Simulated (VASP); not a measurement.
Write the native input for VASP 6.6.1 that does the following.

* Task: single point
* Functional: LDA
* Potentials or basis: VASP PAW LDA potentials, release 64 (K_sv, I)
* Cutoff: 520 eV
* k mesh: 6 × 6 × 6
* Occupations: gaussian, width 0.05 eV
* Spin: no spin polarisation
* Dipole correction: no
* Further INCAR settings: ALGO = Normal; EDIFF = 1e-07; NBANDS = 15

The structure of KI lies in POSCAR:

```
KI
1.0
    0.0000000000      3.3655656014      3.4109309835
    3.3655656014      0.0000000000      3.4109309835
    3.3655656014      3.3655656014      0.0000000000
K I
1 1
Direct
   -0.0724142474     -0.0724142474      0.0724142474
    0.5223102777      0.5223102777      0.4776897223
```

This cell differs from its parent crystal: atoms displaced along a vibrational mode, the cell strained.

One way to write it, as run:

INCAR

```
SYSTEM = KI
ALGO = Normal ; EDIFF = 1E-7
ENCUT = 520 ; ISIF = 2
ISMEAR = 0 ; LASPH = .TRUE.
LCHARG = .FALSE. ; LREAL = .FALSE.
LWAVE = .FALSE. ; NBANDS = 15
NELM = 60 ; PREC = Accurate
SIGMA = 0.05
```

KPOINTS

```
k-points
0
G
  6 6 6
  0 0 0
```

Potentials or basis: VASP PAW LDA potentials, release 64 (K_sv, I).

Command:

```sh
$ cat potpaw_LDA.64/K_sv/POTCAR potpaw_LDA.64/I/POTCAR > POTCAR
$ mpirun -np 1 vasp_std > vasp.out
```

It gave:

```yaml
Pressure: 3.6 GPa
Largest_force: 2.192 eV/Å
Band_gap_on_the_k_mesh: 3.95 eV
```

Caveat: the cell differs from its parent crystal (atoms displaced along a vibrational mode, the cell strained); the stress differs along the axes, from -0 to 11 GPa; spin-orbit coupling is left out, which moves the levels of the heavy elements; forces of over 1 eV/Å act on the atoms, so gaps and moduli don't describe the material at rest.

Wall time 47 s on 1 thread of Intel Xeon 8259CL, on a shared host, peak memory 0.19 GiB.
